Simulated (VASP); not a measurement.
Here is a VASP 6.6.1 calculation.

Contents of INCAR:

```
SYSTEM = LiCl
PREC = Accurate
ENCUT = 520
EDIFF = 1E-6
ISMEAR = 0
SIGMA = 0.02
LREAL = .False.
LASPH = .True.
NELM = 60
ALGO = Normal
ISIF = 2
LWAVE = .False.
LCHARG = .False.
GGA = PE
NBANDS = 24
```

KPOINTS

```
Automatic mesh
0
Gamma
  6 6 6
  0 0 0
```

Contents of POSCAR:

```
LiCl
1.0
    5.4018626351      3.1187668465      1.2364890186
   -5.4018626351      3.1187668465      1.2364890186
    0.0000000000     -6.2375336931      1.2364890185
Li Cl
3 3
Direct
    0.7991333562      0.1864739082      0.7991333562
    0.1864739082      0.7991333562      0.7991333562
    0.7991333562      0.7991333562      0.1864739082
    0.1929445374      0.1929445374      0.8293703045
    0.8293703045      0.1929445374      0.1929445374
    0.1929445374      0.8293703045      0.1929445374
```

Potentials or basis: VASP PAW PBE potentials, release 64 (Li_sv, Cl).

Command:

```bash
$ cat potpaw_PBE.64/Li_sv/POTCAR potpaw_PBE.64/Cl/POTCAR > POTCAR
$ mpirun -np 1 vasp_std > vasp.out
```

(1) Estimate the band gap on the k mesh.

Answers

(1) 5.73 eV, direct.
